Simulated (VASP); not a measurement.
Set up this calculation in VASP 6.6.1, as the native input.

```
Task                   : single point
Functional             : PBE
Potentials or basis    : VASP PAW PBE potentials, release 64 (Ba_sv, Te)
Cutoff                 : 520 eV
k mesh                 : 6 × 6 × 6
Occupations            : fermi-dirac, width 0.02 eV
Spin                   : no spin polarisation
Dipole correction      : no
Further INCAR settings : ALGO = Normal; EDIFF = 1e-06; NBANDS = 15
```

The structure of BaTe lies in POSCAR:

```
BaTe
1.0
    0.0353238682      3.5677106931      3.5677106931
    3.5677106931      0.0353238682      3.5677106931
    3.5677106931      3.5677106931      0.0353238682
Ba Te
1 1
Direct
    0.0000000000      0.0000000000      0.0000000000
    0.5000000000      0.5000000000      0.5000000000
```

This cell differs from its parent crystal: strain along [111] +1.5%.

These files were run (other wordings do the same):

INCAR

```
PREC     = Accurate       # precision mode
ENCUT    = 520            # plane-wave cutoff, eV
EDIFF    = 1E-6           # SCF threshold, eV
ISMEAR   = -1             # smearing method
SIGMA    = 0.02           # smearing width, eV
LREAL    = F              # projectors in reciprocal space
LASPH    = T              # aspherical terms in the spheres
NELM     = 80             # most SCF steps
ALGO     = Normal         # electronic algorithm
ISIF     = 2              # what is computed and relaxed
LWAVE    = F              # write WAVECAR
LCHARG   = F              # write CHGCAR
GGA      = PE             # functional
NBANDS   = 15             # bands
```

KPOINTS

```
Automatic mesh
0
Gamma
  6 6 6
```

Potentials or basis: VASP PAW PBE potentials, release 64 (Ba_sv, Te).

Launch:

```bash
$ cat potpaw_PBE.64/Ba_sv/POTCAR potpaw_PBE.64/Te/POTCAR > POTCAR
$ mpirun -np 1 vasp_std > vasp.out
```

It gave:

- Pressure: -0.1 GPa
- Band gap on the k mesh: 1.59 eV, indirect (least direct gap 1.97 eV)

Caveat: the cell differs from its parent crystal (strain along [111] +1.5%); spin-orbit coupling is left out, which moves the levels of the heavy elements.

It took 40 s on 1 thread of Intel(R) Xeon(R) Platinum 8488C (Sapphire Rapids), on a shared host, peak memory 0.24 GiB.
